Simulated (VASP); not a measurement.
# Zr (P6_3/mmc) in VASP: further runs

Zr is run at these levels: r2SCAN, revPBE+D3(BJ), LDA; tasks: single point, relaxation of cell and atoms.

Program: VASP 6.6.1. These are calculated values, not measurements. Logs are shortened: lines on timing, memory, paths and dates and some standing lists are left out, and cuts for length are marked.

### Step 1. The cell of the first run

Symmetry: P6_3/mmc, No. 194, hexagonal system. The conventional cell has a = 3.239 Å, b = 3.239 Å, c = 5.169 Å, α = 90.00°, β = 90.00°, γ = 120.00°. Within 4.2 Å of Zr (site symmetry -6m2) lie 12 Zr at 3.19 to 3.24 Å.

### Step 2. Single point, r2SCAN

Contents of POSCAR:

```
Zr
1.0
    3.2389618720      0.0000000000      0.0000000000
   -1.6194809360      2.8050232631      0.0000000000
    0.0000000000      0.0000000000      5.1690378712
Zr
2
Direct
    0.3333333333      0.6666666667      0.2500000000
    0.6666666667      0.3333333333      0.7500000000
```

Contents of INCAR.step1:

```
SYSTEM = Zr
PREC = Accurate
ENCUT = 520
ISMEAR = 1
SIGMA = 0.1
LREAL = .FALSE.
LASPH = .TRUE.
NELM = 80
NBANDS = 19
GGA = PE
ALGO = Normal
EDIFF = 1E-4
LWAVE = .TRUE.
LCHARG = .FALSE.
```

Contents of INCAR.step2:

```
SYSTEM = Zr
PREC = Accurate
ENCUT = 520
EDIFF = 1E-6
ISMEAR = 1
SIGMA = 0.1
LREAL = .FALSE.
LASPH = .TRUE.
NELM = 80
ALGO = Normal
ISIF = 2
LWAVE = .FALSE.
LCHARG = .FALSE.
METAGGA = R2SCAN
LMIXTAU = .TRUE.
NBANDS = 19
ISTART = 1
```

Contents of KPOINTS:

```
Automatic mesh
0
G
  9 9 5
  0 0 0
```

Potentials or basis: VASP PAW PBE potentials, release 64 (Zr_sv).

Started as:

```
> cat potpaw_PBE.64/Zr_sv/POTCAR > POTCAR
> cp INCAR.step1 INCAR
> mpirun -np 1 vasp_std > vasp.out
> cp INCAR.step2 INCAR
> mpirun -np 1 vasp_std > vasp.out
```

OUTCAR:

```text
SYSTEM = Zr
   PREC = Accurate
   ENCUT = 520
   EDIFF = 1E-6
   ISMEAR = 1
   LREAL = .FALSE.
   LASPH = .TRUE.
   NELM = 80
   ISIF = 2
   METAGGA = R2SCAN
   ISTART = 1

 ion  position               nearest neighbor table
   1  0.333  0.667  0.250-   2 3.19   2 3.19   2 3.19   2 3.19   2 3.19   2 3.19
   2  0.667  0.333  0.750-   1 3.19   1 3.19   1 3.19   1 3.19   1 3.19   1 3.19

  LATTYP: Found a hexagonal cell.
 ALAT       =     3.2389618720
 C/A-ratio  =     1.5958933990

  Lattice vectors:

 A1 = (   3.2389618720,   0.0000000000,   0.0000000000)
 A2 = (  -1.6194809360,   2.8050232631,   0.0000000000)
 A3 = (   0.0000000000,   0.0000000000,   5.1690378712)

Analysis of symmetry for initial positions (statically):
=====================================================================
 Subroutine PRICEL returns:
 Original cell was already a primitive cell.

 Routine SETGRP: Setting up the symmetry group for a
 hexagonal supercell.

 Subroutine GETGRP returns: Found 24 space group operations
 (whereof 12 operations were pure point group operations)
 out of a pool of 24 trial point group operations.

The static configuration has the point symmetry D_3d.
 The point group associated with its full space group is D_6h.

Analysis of symmetry for dynamics (positions and initial velocities):
=====================================================================
 Subroutine PRICEL returns:
 Original cell was already a primitive cell.

 Routine SETGRP: Setting up the symmetry group for a
 hexagonal supercell.

 Subroutine GETGRP returns: Found 24 space group operations
 (whereof 12 operations were pure point group operations)
 out of a pool of 24 trial point group operations.

The dynamic configuration has the point symmetry D_3d.
 The point group associated with its full space group is D_6h.

 Subroutine INISYM returns: Found 24 space group operations
 (whereof 12 operations are pure point group operations),
 and found     1 'primitive' translations

----------------------------------------------------------------------------------------

                                     Primitive cell

  volume of cell :      46.9626

  direct lattice vectors                    reciprocal lattice vectors
     3.238961872  0.000000000  0.000000000     0.308740899  0.178251641  0.000000000
    -1.619480936  2.805023263  0.000000000     0.000000000  0.356503282  0.000000000
     0.000000000  0.000000000  5.169037871     0.000000000  0.000000000  0.193459600

  length of vectors
     3.238961872  3.238961872  5.169037871     0.356503282  0.356503282  0.193459600

  position of ions in fractional coordinates (direct lattice)
     0.333333333  0.666666667  0.250000000
     0.666666667  0.333333333  0.750000000

  ion indices of the primitive-cell ions
   primitive index   ion index
                 1           1
                 2           2

----------------------------------------------------------------------------------------

 KPOINTS: Automatic mesh

Automatic generation of k-mesh.
 Grid dimensions read from file:
 generate k-points for:    9    9    5

 Generating k-lattice:

  Cartesian coordinates                     Fractional coordinates (reciprocal lattice)
     0.034304544  0.019805738  0.000000000     0.111111111  0.000000000  0.000000000
     0.000000000  0.039611476  0.000000000     0.000000000  0.111111111  0.000000000
     0.000000000  0.000000000  0.038691920     0.000000000  0.000000000  0.200000000

  Length of vectors
     0.039611476  0.039611476  0.038691920

  Shift w.r.t. Gamma in fractional coordinates (k-lattice)
     0.000000000  0.000000000  0.000000000

 Subroutine IBZKPT returns following result:
 ===========================================

 Found     36 irreducible k-points:

 Following reciprocal coordinates:
            Coordinates               Weight
  0.000000  0.000000  0.000000      1.000000
  0.111111 -0.000000  0.000000      6.000000
  0.222222 -0.000000  0.000000      6.000000
  0.333333 -0.000000  0.000000      6.000000
  0.444444 -0.000000  0.000000      6.000000
  0.111111  0.111111  0.000000      6.000000
[... 16 lines left out ...]
  0.333333  0.222222  0.200000     24.000000
  0.333333  0.333333  0.200000      4.000000
 [... further k-points ...]
   k-points           NKPTS =     36   k-points in BZ     NKDIM =     36   number of bands    NBANDS=     19
   number of dos      NEDOS =    301   number of ions     NIONS =      2
   total plane-waves  NPLWV =  23040
   dimension x,y,z NGX =    24 NGY =   24 NGZ =   40
   dimension x,y,z NGXF=    48 NGYF=   48 NGZF=   80
   ions per type =               2
   NGX,Y,Z   is equivalent  to a cutoff of  12.32, 12.32, 12.86 a.u.
   NGXF,Y,Z  is equivalent  to a cutoff of  24.64, 24.64, 25.73 a.u.
 SYSTEM =  Zr
   PREC   = accura    normal or accurate (medium, high low for compatibility)
   ISTART =      1    job   : 0-new  1-cont  2-samecut
   ICHARG =      0    charge: 1-file 2-atom 10-const
   ISPIN  =      1    spin polarized calculation?
   LNONCOLLINEAR =      F non collinear calculations
   LSORBIT =      F    spin-orbit coupling
   LASPH  =      T    aspherical Exc in radial PAW
   ENCUT  =  520.0 eV  38.22 Ry    6.18 a.u.   6.02  6.02  9.61*2*pi/ulx,y,z
   NELM   =     80;   NELMIN=  2; NELMDL=  0     # of ELM steps
   EDIFF  = 0.1E-05   stopping-criterion for ELM
   LREAL  =      F    real-space projection
   EDIFFG = 0.1E-04   stopping-criterion for IOM
   NSW    =      0    number of steps for IOM
   IBRION =     -1    ionic relax: 0-MD 1-quasi-New 2-CG
   NFREE  =      0    steps in history (QN), initial steepest desc. (CG)
   ISIF   =      2    stress and relaxation
   ISYM   =      2    0-nonsym 1-usesym 2-fastsym
   POTIM  = 0.5000    time-step for ionic-motion
   TEBEG  =    0.0;   TEEND  =   0.0 temperature during run
   PSTRESS=    0.0 pullay stress
   NELECT =      24.0000    total number of electrons
   NUPDOWN=      -1.0000    fix difference up-down
   EMIN   =  10.00;   EMAX   =-10.00  energy-range for DOS
   EFERMI =   0.00;   METHOD = LEGACY
   ISMEAR =     1;   SIGMA  =   0.10  broadening in eV -4-tet -1-fermi 0-gaus
   EFERMI_NEDOS =   21; number of points for ismear=-14 and -15
   IALGO  =     38    algorithm
   IMIX   =      4    mixing-type and parameters
     AMIX     =   0.40;   BMIX     =  1.00
     AMIX_MAG =   1.60;   BMIX_MAG =  1.00
  volume/ion in A,a.u.               =      23.48       158.46
  Fermi-wavevector in a.u.,A,eV,Ry     =   1.308864  2.473395 23.308486  1.713125
  Thomas-Fermi vector in A             =   2.439502
   LORBIT       =      0    0 simple, 1 ext, 2 COOP (PROOUT), +10 PAW based schemes
   METAGGA = R2SCAN    functional components
   LHFCALC =     F    Hartree Fock is set to
   AEXX    =    0.0000 exact exchange contribution
   IVDW    =     0    specifies the selected vdW correction
   LEPSILON=     F    determine dielectric tensor
   LRPA    =     F    only Hartree local field effects (RPA)
 non-spin polarized calculation
 Methfessel and Paxton  Order N= 1 SIGMA  =   0.10
  energy-cutoff  :      520.00
  volume of cell :       46.96
 maximum number of plane-waves:      1290
   NGX = 13   NGY = 13   NGZ = 19

 number of electron      24.0000001 magnetization

 Free energy of the ion-electron system (eV)
  ---------------------------------------------------
  ext. energy  EPLUGINS =         0.00000000
  ---------------------------------------------------
  free energy    TOTEN  =       -45.50760820 eV

  energy without entropy =      -45.50744256  energy(sigma->0) =      -45.50755298

 E-fermi :   9.0081     XC(G=0): -11.9070

 val. band max:        8.8885540954   @ k =   0.0000   0.0000   0.4000
 cond. band min:       9.0123233058   @ k =   0.1111  -0.0000   0.4000
 fundamental gap:      0.1237692105
 Fermi energy:         9.0080682034

 k-point     1 :       0.0000    0.0000    0.0000
  band No.  band energies     occupation
      1     -41.6260      2.00000
      2     -41.4662      2.00000
      3     -19.4686      2.00000
      4     -18.5714      2.00000
      5     -18.5714      2.00000
      6     -18.4420      2.00000
[... 11 lines left out ...]
     18      11.3376      0.00000
     19      13.6287      0.00000

 k-point     2 :       0.1111   -0.0000    0.0000
  band No.  band energies     occupation
      1     -41.6115      2.00000
      2     -41.4602      2.00000
      3     -19.4300      2.00000
      4     -18.6559      2.00000
      5     -18.5987      2.00000
      6     -18.5186      2.00000
[... 11 lines left out ...]
     18      11.0386      0.00000
     19      13.8416      0.00000

 k-point     3 :       0.2222   -0.0000    0.0000
  band No.  band energies     occupation
      1     -41.5734      2.00000
      2     -41.4462      2.00000
      3     -19.3236      2.00000
      4     -18.8701      2.00000
      5     -18.7293      2.00000
      6     -18.6643      2.00000
[... 11 lines left out ...]
     18      11.8325      0.00000
     19      14.1872      0.00000

 k-point     4 :       0.3333   -0.0000    0.0000
  band No.  band energies     occupation
      1     -41.5260      2.00000
      2     -41.4339      2.00000
      3     -19.1774      2.00000
      4     -19.1125      2.00000
      5     -18.9544      2.00000
      6     -18.7346      2.00000
[... 11 lines left out ...]
     18      13.0636      0.00000
     19      14.4112      0.00000

 k-point     5 :       0.4444   -0.0000    0.0000
  band No.  band energies     occupation
      1     -41.4896      2.00000
      2     -41.4312      2.00000
      3     -19.2691      2.00000
      4     -19.0949      2.00000
      5     -19.0468      2.00000
      6     -18.7788      2.00000
[... 11 lines left out ...]
     18      14.3760      0.00000
     19      14.5024      0.00000

 k-point     6 :       0.1111    0.1111    0.0000
  band No.  band energies     occupation
      1     -41.5852      2.00000
      2     -41.4502      2.00000
      3     -19.3574      2.00000
      4     -18.7805      2.00000
      5     -18.7220      2.00000
      6     -18.5987      2.00000
[... 11 lines left out ...]
     18      11.6712      0.00000
     19      14.0115      0.00000

 k-point     7 :       0.2222    0.1111    0.0000
  band No.  band energies     occupation
      1     -41.5422      2.00000
      2     -41.4372      2.00000
      3     -19.2299      2.00000
      4     -18.9906      2.00000
      5     -18.9027      2.00000
      6     -18.7014      2.00000
[... 11 lines left out ...]
     18      12.9179      0.00000
     19      14.1838      0.00000

 k-point     8 :       0.3333    0.1111    0.0000
  band No.  band energies     occupation
      1     -41.4991      2.00000
      2     -41.4309      2.00000
      3     -19.1881      2.00000
      4     -19.0837      2.00000
      5     -19.0382      2.00000
      6     -18.7956      2.00000
[... 256 lines left out ...]
 k-point    20 :       0.3333    0.1111    0.2000
  band No.  band energies     occupation
      1     -41.4926      2.00000
      2     -41.4375      2.00000
      3     -19.2694      2.00000
      4     -19.1251      2.00000
      5     -18.9345      2.00000
      6     -18.7798      2.00000
[... 11 lines left out ...]
     18      13.7727      0.00000
     19      14.6564      0.00000

 k-point    21 :       0.4444    0.1111    0.2000
  band No.  band energies     occupation
      1     -41.4737      2.00000
      2     -41.4366      2.00000
      3     -19.3210      2.00000
      4     -19.1723      2.00000
      5     -18.9231      2.00000
      6     -18.7846      2.00000
[... 11 lines left out ...]
     18      14.2692      0.00000
     19      15.0857      0.00000

 k-point    22 :       0.2222    0.2222    0.2000
  band No.  band energies     occupation
      1     -41.4959      2.00000
      2     -41.4378      2.00000
      3     -19.2052      2.00000
      4     -19.1180      2.00000
      5     -18.8929      2.00000
      6     -18.8359      2.00000
[... 11 lines left out ...]
     18      13.8094      0.00000
     19      14.7517      0.00000

 k-point    23 :       0.3333    0.2222    0.2000
  band No.  band energies     occupation
      1     -41.4664      2.00000
      2     -41.4372      2.00000
      3     -19.2286      2.00000
      4     -19.1387      2.00000
      5     -18.9740      2.00000
      6     -18.8207      2.00000
[... 11 lines left out ...]
     18      14.2104      0.00000
     19      15.6952      0.00000

 k-point    24 :       0.3333    0.3333    0.2000
  band No.  band energies     occupation
      1     -41.4465      2.00000
      2     -41.4465      2.00000
      3     -19.1175      2.00000
      4     -19.1156      2.00000
      5     -19.1156      2.00000
      6     -18.8530      2.00000
[... 11 lines left out ...]
     18      13.5296      0.00000
     19      16.0388      0.00000

 [... further k-points ...]
[... 5 lines left out ...]
  --------------------------------------------------------------------------------------
  -------------------------------------------------------------------------------------
  Total       -0.0094855     -0.0094855     -0.0151811     -0.0000000      0.0000000      0.0000000
  in kB       -0.3236069     -0.3236069     -0.5179194     -0.0000000      0.0000000      0.0000000
  external PRESSURE =      -0.3883777 kB  Pullay stress =       0.0000000 kB

 VOLUME and BASIS-vectors are now :
 -----------------------------------------------------------------------------
  energy-cutoff  :      520.00
  volume of cell :       46.96
      direct lattice vectors                 reciprocal lattice vectors
     3.238961872  0.000000000  0.000000000     0.308740899  0.178251641  0.000000000
    -1.619480936  2.805023263  0.000000000     0.000000000  0.356503282  0.000000000
     0.000000000  0.000000000  5.169037871     0.000000000  0.000000000  0.193459600

 POSITION                                       TOTAL-FORCE (eV/Angst)
 -----------------------------------------------------------------------------------
     -0.00000      1.87002      1.29226        -0.000000     -0.000000      0.000000
      1.61948      0.93501      3.87678         0.000000      0.000000      0.000000
 -----------------------------------------------------------------------------------
    total drift:                               -0.000000      0.000000     -0.000000

  FREE ENERGIE OF THE ION-ELECTRON SYSTEM (eV)
  ---------------------------------------------------
  free  energy   TOTEN  =       -45.5076081961 eV

  energy  without entropy=      -45.5074425561  energy(sigma->0) =      -45.50755298
```

Run time: 33 s. Hardware: 1 thread of Intel Xeon 6975P-C (Granite Rapids), shared host; peak memory 0.17 GiB.

What came out:

```
Free energy            : -45.5076 eV
Pressure               : 0.0 GPa
Band gap on the k mesh : zero (band 12 reaches 9.93 eV, above the bottom of band 13 at 8.62 eV)
```

Caveat: the PAW data sets were made with another functional, which shifts forces and pressure a little.

(Part 1 of 2 ends here.)
